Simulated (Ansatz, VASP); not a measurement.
**InGaP2 in VASP and in Ansatz**

File INCAR:

```
SYSTEM = InGaP2
PREC = Accurate ; ENCUT = 600
EDIFF = 1E-6 ; ISMEAR = 0
SIGMA = 0.1 ; LREAL = .False.
LASPH = .True. ; NELM = 60
ALGO = Normal ; ISIF = 3
LWAVE = .False. ; LCHARG = .False.
GGA = PS ; IBRION = 2
NSW = 100 ; EDIFFG = -0.05
```

KPOINTS

```
regular mesh
0
Gamma
  4 4 4
  0 0 0
```

The input POSCAR:

```
InGaP2
1.0
    5.6557500000      0.0000000000      0.0000000000
    0.0000000000     -5.6557500000      0.0000000000
    0.0000000000      0.0000000000     -5.6557500000
In Ga P
2 2 4
Direct
    0.0000000000      0.5000000000      0.5000000000
    0.5000000000      0.0000000000      0.5000000000
    0.5000000000      0.5000000000      0.0000000000
    0.0000000000      0.0000000000      0.0000000000
    0.2500000000      0.2500000000      0.2500000000
    0.7500000000      0.7500000000      0.2500000000
    0.7500000000      0.2500000000      0.7500000000
    0.2500000000      0.7500000000      0.7500000000
```

Input for Ansatz:

```yaml
crystal:
  lattice:
    - [5.65575, 0.0, 0.0]
    - [0.0, -5.65575, 0.0]
    - [0.0, 0.0, -5.65575]
  atoms:
    - { symbol: In, position: [0.0, 0.5, 0.5] }
    - { symbol: In, position: [0.5, 0.0, 0.5] }
    - { symbol: Ga, position: [0.5, 0.5, 0.0] }
    - { symbol: Ga, position: [0.0, 0.0, 0.0] }
    - { symbol: P, position: [0.25, 0.25, 0.25] }
    - { symbol: P, position: [0.75, 0.75, 0.25] }
    - { symbol: P, position: [0.75, 0.25, 0.75] }
    - { symbol: P, position: [0.25, 0.75, 0.75] }
basis:
  ecutwfc: 420
kpoints:
  mp_grid: { grid: [4, 4, 4] }
hamiltonian:
  xc: pbesol
scf:
  occupations: { method: gaussian, width: 0.1 }
output:
  forces: true
  stress: true
  eigenvalues: true
relax:
  adjacent_minimum: "off"
  f_tol: 0.05
  max_steps: 80
  cell: { stress_tol: 0.5 }
```

Alike in both runs: task relaxation of cell and atoms; functional PBEsol; k mesh 4 × 4 × 4; occupations gaussian, width 0.1 eV; no spin polarisation.

```csv
,VASP,Ansatz
version,VASP 6.6.1,Ansatz 0.2.0
potentials or method,"VASP PAW PBE potentials, release 64 (In_d, Ga_d, P), cutoff 600 eV","scalar-relativistic, plane waves, PAW"
valence electrons in the cell,72,72
```

```tsv
	VASP	Ansatz	Ansatz less VASP
gap on the k mesh at the Fermi level, each at its own relaxed structure (eV)	0.91	0.89	-0.020
relaxed volume (Å³/atom)	22.64	22.70	+0.058
relaxed cell length with the largest relative difference (Å)	5.664	5.688	+0.0243
```

VASP's potentials were made for PBE, not for PBEsol.
